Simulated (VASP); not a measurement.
# Te2Mo in VASP: a series of runs

The runs below take Te2Mo through single point, with LDA.

Program: VASP 6.6.1. These are calculated values, not measurements. Logs are shortened: lines on timing, memory, paths and dates and some standing lists are left out, and cuts for length are marked.

## (1) The cell of the first run

The cell holds a slab with vacuum, 6 atoms: a = 6.362 Å, b = 3.480 Å, c = 36.176 Å, α = 90.00°, β = 90.14°, γ = 90.00°.

## (2) Single point, LDA

The input, INCAR:

```
SYSTEM = Te2Mo
PREC = Accurate
ENCUT = 520
EDIFF = 1E-7
ISMEAR = 0
SIGMA = 0.05
LREAL = .False.
LASPH = .True.
NELM = 60
ALGO = Normal
ISIF = 2
LWAVE = .False.
LCHARG = .False.
GGA = CA
NBANDS = 35
```

The input, KPOINTS:

```
Automatic mesh
0
Gamma
  6 10 1
  0 0 0
```

The input, POSCAR:

```
Te2Mo
1.0
    6.3616090156      0.0000000000      0.0000000000
    0.0000000000      3.4804030600      0.0000000000
   -0.0857412231      0.0000000000     36.1758904685
Te Mo
4 2
Direct
    0.0791521300      0.7500000000      0.4434726800
    0.9208478700      0.2500000000      0.5565273200
    0.5707489000      0.2500000000      0.4592964200
    0.4292511000      0.7500000000      0.5407035800
    0.8186524400      0.7500000000      0.5025346300
    0.1813475600      0.2500000000      0.4974653700
```

Potentials or basis: VASP PAW LDA potentials, release 64 (Te, Mo_sv).

Run with:

```console
$ cat potpaw_LDA.64/Te/POTCAR potpaw_LDA.64/Mo_sv/POTCAR > POTCAR
$ mpirun -np 1 vasp_std > vasp.out
```

OUTCAR:

```text
SYSTEM = Te2Mo
   PREC = Accurate
   ENCUT = 520
   EDIFF = 1E-7
   ISMEAR = 0
   LREAL = .False.
   LASPH = .True.
   NELM = 60
   ISIF = 2
   GGA = CA

 ion  position               nearest neighbor table
   1  0.079  0.750  0.443-   6 2.69   6 2.69   5 2.71   3 3.62   3 3.62
   2  0.921  0.250  0.557-   5 2.69   5 2.69   6 2.71   4 3.62   4 3.62
   3  0.571  0.250  0.459-   5 2.82   5 2.82   6 2.84   4 3.54   4 3.54   1 3.62   1 3.62
   4  0.429  0.750  0.541-   6 2.82   6 2.82   5 2.84   3 3.54   3 3.54   2 3.62   2 3.62
   5  0.819  0.750  0.503-   2 2.69   2 2.69   1 2.71   3 2.82   3 2.82   4 2.84   6 2.90   6 2.90

   6  0.181  0.250  0.497-   1 2.69   1 2.69   2 2.71   4 2.82   4 2.82   3 2.84   5 2.90   5 2.90

  LATTYP: Found a simple monoclinic cell.
 ALAT       =     6.3616090156
 B/A-ratio  =     0.5470947761
 C/A-ratio  =     5.6866104138
 COS(beta)  =    -0.0023701139

  Lattice vectors:

 A1 = (   6.3616090156,   0.0000000000,   0.0000000000)
 A2 = (   0.0000000000,   3.4804030600,   0.0000000000)
 A3 = (  -0.0857412231,   0.0000000000,  36.1758904685)

Analysis of symmetry for initial positions (statically):
=====================================================================
 Subroutine PRICEL returns:
 Original cell was already a primitive cell.

 Routine SETGRP: Setting up the symmetry group for a
 simple monoclinic supercell.

 Subroutine GETGRP returns: Found  4 space group operations
 (whereof  2 operations were pure point group operations)
 out of a pool of  4 trial point group operations.

The static configuration has the point symmetry S_2 .
 The point group associated with its full space group is C_2h.

Analysis of symmetry for dynamics (positions and initial velocities):
=====================================================================
 Subroutine PRICEL returns:
 Original cell was already a primitive cell.

 Routine SETGRP: Setting up the symmetry group for a
 simple monoclinic supercell.

 Subroutine GETGRP returns: Found  4 space group operations
 (whereof  2 operations were pure point group operations)
 out of a pool of  4 trial point group operations.

The dynamic configuration has the point symmetry S_2 .
 The point group associated with its full space group is C_2h.

 Subroutine INISYM returns: Found  4 space group operations
 (whereof  2 operations are pure point group operations),
 and found     1 'primitive' translations

----------------------------------------------------------------------------------------

                                     Primitive cell

  volume of cell :     800.9691

  direct lattice vectors                    reciprocal lattice vectors
     6.361609016  0.000000000  0.000000000     0.157192936  0.000000000  0.000372566
     0.000000000  3.480403060  0.000000000     0.000000000  0.287323044  0.000000000
    -0.085741223  0.000000000 36.175890469     0.000000000  0.000000000  0.027642720

  length of vectors
     6.361609016  3.480403060 36.175992077     0.157193378  0.287323044  0.027642720

  position of ions in fractional coordinates (direct lattice)
     0.079152130  0.750000000  0.443472680
     0.920847870  0.250000000  0.556527320
     0.570748900  0.250000000  0.459296420
     0.429251100  0.750000000  0.540703580
     0.818652440  0.750000000  0.502534630
     0.181347560  0.250000000  0.497465370

  ion indices of the primitive-cell ions
   primitive index   ion index
                 1           1
                 2           2
                 3           3
                 4           4
                 5           5
                 6           6

----------------------------------------------------------------------------------------

 KPOINTS: Automatic mesh

Automatic generation of k-mesh.
 Grid dimensions read from file:
 generate k-points for:    6   10    1

 Generating k-lattice:

  Cartesian coordinates                     Fractional coordinates (reciprocal lattice)
     0.026198823  0.000000000  0.000062094     0.166666667  0.000000000 -0.000000000
     0.000000000  0.028732304  0.000000000     0.000000000  0.100000000  0.000000000
     0.000000000  0.000000000  0.027642720     0.000000000  0.000000000  1.000000000

  Length of vectors
     0.026198896  0.028732304  0.027642720

  Shift w.r.t. Gamma in fractional coordinates (k-lattice)
     0.000000000  0.000000000  0.000000000

 Subroutine IBZKPT returns following result:
 ===========================================

 Found     24 irreducible k-points:

 Following reciprocal coordinates:
            Coordinates               Weight
  0.000000  0.000000  0.000000      1.000000
  0.166667  0.000000  0.000000      2.000000
  0.333333  0.000000  0.000000      2.000000
  0.500000  0.000000  0.000000      1.000000
  0.000000  0.100000  0.000000      2.000000
  0.166667  0.100000  0.000000      4.000000
[... 16 lines left out ...]
  0.333333  0.500000  0.000000      2.000000
  0.500000  0.500000  0.000000      1.000000
   k-points           NKPTS =     24   k-points in BZ     NKDIM =     24   number of bands    NBANDS=     35
   number of dos      NEDOS =    301   number of ions     NIONS =      6
   total plane-waves  NPLWV = 362880
   dimension x,y,z NGX =    48 NGY =   28 NGZ =  270
   dimension x,y,z NGXF=    96 NGYF=   56 NGZF=  540
   ions per type =               4   2
   NGX,Y,Z   is equivalent  to a cutoff of  12.54, 13.37, 12.41 a.u.
   NGXF,Y,Z  is equivalent  to a cutoff of  25.09, 26.75, 24.82 a.u.
 SYSTEM =  Te2Mo
   PREC   = accura    normal or accurate (medium, high low for compatibility)
   ISTART =      0    job   : 0-new  1-cont  2-samecut
   ICHARG =      2    charge: 1-file 2-atom 10-const
   ISPIN  =      1    spin polarized calculation?
   LNONCOLLINEAR =      F non collinear calculations
   LSORBIT =      F    spin-orbit coupling
   LASPH  =      T    aspherical Exc in radial PAW
   ENCUT  =  520.0 eV  38.22 Ry    6.18 a.u.  11.83  6.47 67.26*2*pi/ulx,y,z
   NELM   =     60;   NELMIN=  2; NELMDL= -5     # of ELM steps
   EDIFF  = 0.1E-06   stopping-criterion for ELM
   LREAL  =      F    real-space projection
   EDIFFG = 0.1E-05   stopping-criterion for IOM
   NSW    =      0    number of steps for IOM
   IBRION =     -1    ionic relax: 0-MD 1-quasi-New 2-CG
   NFREE  =      0    steps in history (QN), initial steepest desc. (CG)
   ISIF   =      2    stress and relaxation
   ISYM   =      2    0-nonsym 1-usesym 2-fastsym
   POTIM  = 0.5000    time-step for ionic-motion
   TEBEG  =    0.0;   TEEND  =   0.0 temperature during run
   PSTRESS=    0.0 pullay stress
   NELECT =      52.0000    total number of electrons
   NUPDOWN=      -1.0000    fix difference up-down
   EMIN   =  10.00;   EMAX   =-10.00  energy-range for DOS
   EFERMI =   0.00;   METHOD = LEGACY
   ISMEAR =     0;   SIGMA  =   0.05  broadening in eV -4-tet -1-fermi 0-gaus
   EFERMI_NEDOS =   21; number of points for ismear=-14 and -15
   IALGO  =     38    algorithm
   IMIX   =      4    mixing-type and parameters
     AMIX     =   0.40;   BMIX     =  1.00
     AMIX_MAG =   1.60;   BMIX_MAG =  1.00
  volume/ion in A,a.u.               =     133.49       900.87
  Fermi-wavevector in a.u.,A,eV,Ry     =   0.657967  1.243377  5.890240  0.432920
  Thomas-Fermi vector in A             =   1.729641
   LORBIT       =      0    0 simple, 1 ext, 2 COOP (PROOUT), +10 PAW based schemes
   GGA     = CA    functional components
   LHFCALC =     F    Hartree Fock is set to
   AEXX    =    0.0000 exact exchange contribution
   IVDW    =     0    specifies the selected vdW correction
   LEPSILON=     F    determine dielectric tensor
   LRPA    =     F    only Hartree local field effects (RPA)
 non-spin polarized calculation
 Gauss-broadening in eV      SIGMA  =   0.05
  energy-cutoff  :      520.00
  volume of cell :      800.97
 maximum number of plane-waves:     21707
 NGX is ok and might be reduce to    48
   NGX = 23   NGY = 13   NGZ =135

 number of electron      51.9999996 magnetization

 Free energy of the ion-electron system (eV)
  ---------------------------------------------------
  ext. energy  EPLUGINS =         0.00000000
  ---------------------------------------------------
  free energy    TOTEN  =       -40.72628524 eV

  energy without entropy =      -40.72362816  energy(sigma->0) =      -40.72495670

 E-fermi :  -2.4126     XC(G=0):  -2.3450

 val. band max:       -2.4171599933   @ k =   0.0000   0.1000   0.0000
 cond. band min:      -2.3839983596   @ k =   0.0000   0.1000   0.0000
 fundamental gap:      0.0331616337
 Fermi energy:        -2.4126099350

 k-point     1 :       0.0000    0.0000    0.0000
  band No.  band energies     occupation
      1     -63.1080      2.00000
      2     -63.0490      2.00000
      3     -37.5461      2.00000
      4     -37.4848      2.00000
      5     -37.4311      2.00000
      6     -37.3195      2.00000
[... 27 lines left out ...]
     34       0.9574      0.00000
     35       1.6137      0.00000

 k-point     2 :       0.1667    0.0000    0.0000
  band No.  band energies     occupation
      1     -63.1080      2.00000
      2     -63.0491      2.00000
      3     -37.5443      2.00000
      4     -37.4846      2.00000
      5     -37.4312      2.00000
      6     -37.3197      2.00000
[... 27 lines left out ...]
     34       1.0668      0.00000
     35       1.6919      0.00000

 k-point     3 :       0.3333    0.0000    0.0000
  band No.  band energies     occupation
      1     -63.1078      2.00000
      2     -63.0492      2.00000
      3     -37.5405      2.00000
      4     -37.4843      2.00000
      5     -37.4315      2.00000
      6     -37.3201      2.00000
[... 27 lines left out ...]
     34       1.1824      0.00000
     35       1.9223      0.00000
[... 723 lines left out ...]
 k-point    23 :       0.3333    0.5000    0.0000
  band No.  band energies     occupation
      1     -63.0727      2.00000
      2     -63.0727      2.00000
      3     -37.5975      2.00000
      4     -37.5975      2.00000
      5     -37.3817      2.00000
      6     -37.3817      2.00000
[... 27 lines left out ...]
     34       1.0056      0.00000
     35       2.3569      0.00000

 k-point    24 :       0.5000    0.5000    0.0000
  band No.  band energies     occupation
      1     -63.0727      2.00000
      2     -63.0727      2.00000
      3     -37.5984      2.00000
      4     -37.5984      2.00000
      5     -37.3814      2.00000
      6     -37.3814      2.00000
[... 27 lines left out ...]
     34       0.9900      0.00000
     35       2.0430      0.00000

------------------------ aborting loop because EDIFF is reached ----------------------------------------

  FORCE on cell =-STRESS in cart. coord.  units (eV):
  Direction    XX          YY          ZZ          XY          YZ          ZX
  --------------------------------------------------------------------------------------
  -------------------------------------------------------------------------------------
  Total       -4.9063624     -4.9574894     -2.8015234      0.0000000      0.0000000      0.1117105
  in kB       -9.8141900     -9.9164592     -5.6038835      0.0000000      0.0000000      0.2234544
  external PRESSURE =      -8.4448442 kB  Pullay stress =       0.0000000 kB

 VOLUME and BASIS-vectors are now :
 -----------------------------------------------------------------------------
  energy-cutoff  :      520.00
  volume of cell :      800.97
      direct lattice vectors                 reciprocal lattice vectors
     6.361609016  0.000000000  0.000000000     0.157192936  0.000000000  0.000372566
     0.000000000  3.480403060  0.000000000     0.000000000  0.287323044  0.000000000
    -0.085741223  0.000000000 36.175890469     0.000000000  0.000000000  0.027642720

 POSITION                                       TOTAL-FORCE (eV/Angst)
 -----------------------------------------------------------------------------------
      0.46551      2.61030     16.04302        -0.005483      0.000000      0.430612
      5.81036      0.87010     20.13287         0.005483     -0.000000     -0.430612
      3.59150      0.87010     16.61546        -0.022850     -0.000000      0.350702
      2.68437      2.61030     19.56043         0.022850     -0.000000     -0.350702
      5.16486      2.61030     18.17964         0.119124     -0.000000      0.095884
      1.11101      0.87010     17.99625        -0.119124     -0.000000     -0.095884
 -----------------------------------------------------------------------------------
    total drift:                                0.000000     -0.000000     -0.000000

  FREE ENERGIE OF THE ION-ELECTRON SYSTEM (eV)
  ---------------------------------------------------
  free  energy   TOTEN  =       -40.7262852360 eV

  energy  without entropy=      -40.7236281634  energy(sigma->0) =      -40.72495670
```

It took 14 min on 1 thread of Intel Xeon Platinum 8375C at 2.90GHz (Ice Lake), shared host; peak memory 0.92 GiB.

Results:

- Free energy: -40.7263 eV
- Largest force: 0.431 eV/Å
- Band gap on the k mesh: zero (band 26 reaches -2.27 eV, above the bottom of band 27 at -2.44 eV)

Forces in eV/Å, atoms in the order of the input:
```
Te  -0.005  0.000  0.431
Te   0.005  0.000 -0.431
Te  -0.023  0.000  0.351
Te   0.023  0.000 -0.351
Mo   0.119  0.000  0.096
Mo  -0.119  0.000 -0.096
```

Levels at points of the mesh, in eV from the Fermi level:
```tsv
k point	band 22	band 23	band 24	band 25	band 26	band 27	band 28	band 29	band 30	band 31
(0.00, 0.00, 0.00)	-1.31	-0.96	-0.62	-0.32	0.14	0.60	1.05	1.67	2.07	2.21
(0.50, 0.00, 0.00)	-1.33	-1.27	-0.82	-0.80	-0.69	0.06	1.04	1.42	1.76	2.80
(0.00, 0.50, 0.00)	-2.56	-1.61	-1.61	-1.40	-1.40	1.12	1.12	1.39	1.39	1.97
(0.50, 0.50, 0.00)	-2.29	-1.73	-1.73	-0.85	-0.85	1.04	1.04	1.87	1.87	2.26
```

Caveat: spin-orbit coupling is left out, which moves the levels of the heavy elements.

## (3) Single point, LDA

The input, INCAR:

```
SYSTEM = Te2Mo
PREC = Accurate
ENCUT = 520
EDIFF = 1E-7
ISMEAR = 1
SIGMA = 0.05
LREAL = .FALSE.
LASPH = .TRUE.
NELM = 60
ALGO = Normal
ISIF = 2
LWAVE = .FALSE.
LCHARG = .FALSE.
NBANDS = 35
```

The input, KPOINTS:

```
Automatic mesh
0
G
  6 10 1
  0 0 0
```

POSCAR is that of step 2.

Potentials or basis: VASP PAW LDA potentials, release 64 (Te, Mo_sv).

Run with:

```console
$ cat potpaw_LDA.64/Te/POTCAR potpaw_LDA.64/Mo_sv/POTCAR > POTCAR
$ mpirun -np 1 vasp_std > vasp.out
```

Run time: 31 min. Hardware: 1 thread of Intel Xeon 8259CL, shared host; peak memory 0.92 GiB.

The run converged. Its results:

| Property | Result |
| --- | --- |
| Free energy | -40.7250 eV |
| Largest force | 0.432 eV/Å |
| Band gap on the k mesh | zero (band 26 reaches -2.27 eV, above the bottom of band 27 at -2.44 eV) |

Forces in eV/Å, atoms in the order of the input:
```
Te  -0.005  0.000  0.432
Te   0.005  0.000 -0.432
Te  -0.026  0.000  0.347
Te   0.026  0.000 -0.347
Mo   0.136  0.000  0.111
Mo  -0.136  0.000 -0.111
```

Levels at points of the mesh, in eV from the Fermi level:
| k point | band 23 | band 24 | band 25 | band 26 | band 27 | band 28 | band 29 | band 30 |
| --- | --- | --- | --- | --- | --- | --- | --- | --- |
| (0.00, 0.00, 0.00) | -0.96 | -0.62 | -0.32 | 0.14 | 0.60 | 1.05 | 1.67 | 2.07 |
| (0.50, 0.00, 0.00) | -1.27 | -0.82 | -0.80 | -0.69 | 0.06 | 1.04 | 1.42 | 1.76 |
| (0.00, 0.50, 0.00) | -1.61 | -1.61 | -1.40 | -1.40 | 1.12 | 1.12 | 1.39 | 1.39 |
| (0.50, 0.50, 0.00) | -1.73 | -1.73 | -0.85 | -0.85 | 1.04 | 1.04 | 1.87 | 1.87 |

Caveat: spin-orbit coupling is left out, which moves the levels of the heavy elements.

(Part 1 of 2 ends here.)
